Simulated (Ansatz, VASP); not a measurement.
BaRu3 in VASP and in Ansatz

```
CELL_PARAMETERS angstrom
4.15366 0.00000 0.00000
0.00000 4.15366 0.00000
0.00000 0.00000 4.15366
ATOMIC_POSITIONS crystal
Ba 0.00000 0.00000 0.00000
Ru 0.00000 0.50000 0.50000
Ru 0.50000 0.00000 0.50000
Ru 0.50000 0.50000 0.00000
```

Alike in both runs: functional PBE; k mesh 4 × 4 × 4; occupations gaussian, width 0.1 eV; no spin polarisation.

Ansatz relaxed the structure, and its values are those at the end. VASP's run is a single point on that final structure, the one shown.

|  | VASP | Ansatz |
| --- | --- | --- |
| version | VASP 6.6.1 | Ansatz 0.2.0 |
| potentials or method | VASP PAW PBE potentials, release 64 (Ba_sv, Ru_sv), cutoff 560 eV | scalar-relativistic, plane waves, PAW |
| valence electrons in the cell | 58 | 58 |

VASP gave:

| Quantity | Value |
| --- | --- |
| gap on the k mesh at the Fermi level (eV) | none |
| pressure (GPa) | 3.9 |

Task: Estimate Ansatz's values.

Result: gap on the k mesh at the Fermi level (eV): none; pressure (GPa): 0.1.

A gap of «none» marks a metal or a gap that the smearing closes. With one functional, cell and mesh, what is left measures potentials, basis and numerics.

The k mesh is coarse, so the values compare programs but aren't converged. Spin-orbit coupling is off throughout.
